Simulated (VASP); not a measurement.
Here is a VASP 6.6.1 calculation.

The input POSCAR:

```
MnO2
1.0
    0.0000000000      2.2465794148      2.2465794148
    2.2465794148      0.0000000000      2.2465794148
    2.2465794148      2.2465794148      0.0000000000
Mn O
1 2
Direct
    0.0000000000      0.0000000000      0.0000000000
    0.2500000000      0.2500000000      0.2500000000
    0.7500000000      0.7500000000      0.7500000000
```

INCAR.step1

```
SYSTEM = MnO2
  PREC = Accurate
  ENCUT = 520
  ISMEAR = -1
  SIGMA = 0.1
  LREAL = .FALSE.
  LASPH = .TRUE.
  NELM = 60
  NBANDS = 20
  GGA = PE
  ALGO = Normal
  EDIFF = 1E-4
  LWAVE = .TRUE.
  LCHARG = .FALSE.
```

Contents of INCAR.step2:

```
SYSTEM = MnO2
  PREC = Accurate
  ENCUT = 520
  EDIFF = 1E-6
  ISMEAR = -1
  SIGMA = 0.1
  LREAL = .FALSE.
  LASPH = .TRUE.
  NELM = 60
  ALGO = Normal
  ISIF = 2
  LWAVE = .FALSE.
  LCHARG = .FALSE.
  METAGGA = R2SCAN
  LMIXTAU = .TRUE.
  NBANDS = 20
  ISTART = 1
```

File KPOINTS:

```
Automatic mesh
0
G
  13 13 13
  0 0 0
```

Potentials or basis: VASP PAW PBE potentials, release 64 (Mn_pv, O).

Launch:

```console
$ cat potpaw_PBE.64/Mn_pv/POTCAR potpaw_PBE.64/O/POTCAR > POTCAR
$ cp INCAR.step1 INCAR
$ mpirun -np 1 vasp_std > vasp.out
$ cp INCAR.step2 INCAR
$ mpirun -np 1 vasp_std > vasp.out
```

Task: Predict the pressure.

Result: 21.6 GPa.

Caveat: the PAW data sets were made with another functional, which shifts forces and pressure a little; an odd number of electrons without spin polarisation forces a metal; a magnetic or distorted state may lie lower; the run has no spin polarisation, though such a crystal can be magnetic; semilocal functionals often make such compounds metallic where correlation or magnetic order opens a gap, which also shifts bond lengths. Spin polarisation is off, so any magnetic state and its effect on volume and gap are missing.
